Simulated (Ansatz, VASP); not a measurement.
**One calculation of Br, two programs**

The input POSCAR:

```
Br
1.0
    4.2630080000      0.0000000000      0.0000000000
   -2.1315040000      3.6918760000      0.0000000000
    0.0000000000      0.0000000000      6.9643080000
Br
2
Direct
    0.3333300000      0.6666700000      0.2500000000
    0.6666600000      0.3333300000      0.7500000000
```

The input INCAR.step1:

```
PREC = Accurate
ENCUT = 520
ISMEAR = -5
SIGMA = 0.1
LREAL = F
LASPH = T
NELM = 100
NBANDS = 14
GGA = PE
ALGO = Normal
EDIFF = 1E-4
LWAVE = T
LCHARG = F
```

INCAR.step2

```
PREC = Accurate
ENCUT = 520
EDIFF = 1E-7
ISMEAR = -5
SIGMA = 0.1
LREAL = F
LASPH = T
NELM = 100
ALGO = Normal
ISIF = 2
LWAVE = F
LCHARG = F
METAGGA = R2SCAN
LMIXTAU = T
NBANDS = 14
ISTART = 1
```

The input KPOINTS:

```
Automatic mesh
0
Gamma
  7 7 4
```

Input for Ansatz:

```yaml
crystal:
  lattice:
    - [4.263008, 0.0, 0.0]
    - [-2.131504, 3.691876, 0.0]
    - [0.0, 0.0, 6.964308]
  atoms:
    - { symbol: Br, position: [0.33333, 0.66667, 0.25] }
    - { symbol: Br, position: [0.66666, 0.33333, 0.75] }
  symmetry: { tolerance: 0.0003 }
kpoints:
  mp_grid: { grid: [7, 7, 4], shift: [0, 0, 0] }
  band_path:
    path:
      - [0.0, 0.0, 0.0]
      - [0.5, 0.0, 0.0]
      - [0.33333333, 0.33333333, 0.0]
      - [0.0, 0.0, 0.0]
      - [0.0, 0.0, 0.5]
      - [0.5, 0.0, 0.5]
      - [0.33333333, 0.33333333, 0.5]
      - [0.0, 0.0, 0.5]
      - [0.5, 0.0, 0.5]
      - [0.5, 0.0, 0.0]
      - [0.33333333, 0.33333333, 0.5]
    npoints: 6
magnetization:
  spin_polarized: false
scf:
  occupations: { method: tetrahedron }
  lower_state_search: "off"
  max_iter: 200
hamiltonian:
  pseudopotentials: { kind: paw }
  xc: r2scan
basis:
  ecutwfc: 500
  fft_grid_basis: typed
output:
  forces: true
  stress: true
  eigenvalues: true
  bader: true
  populations: true
  elf: true
  write_potential: true
  volumetric_format: npy
  dos:
    e_range: [-12, 8]
    de: 0.05
    projected: { site_lists: { Br: [Br] } }
checkpoint:
  read: saved_state
```

Alike in both runs: task single point; functional r2SCAN; k mesh 7 × 7 × 4; occupations tetrahedron; no spin polarisation.

|  | VASP | Ansatz |
| --- | --- | --- |
| version | VASP 6.6.1 | Ansatz 0.2.0 |
| potentials or method | VASP PAW PBE potentials, release 64 (Br), cutoff 520 eV | PAW plane waves |
| valence electrons in the cell | 14 | 14 |

|  | VASP | Ansatz | Ansatz less VASP |
| --- | --- | --- | --- |
| pressure (GPa) | -2.7 | -2.7 | +0.02 |
| traceless stress, the component that is largest in VASP (GPa) | 0.09 | 0.01 | -0.078 |

VASP's potentials were made for PBE, not for r2SCAN. Ansatz's warnings: band table not solved further, product built on unsolved table, structure snapped to symmetry, tetrahedron derivatives may miss energy slope.
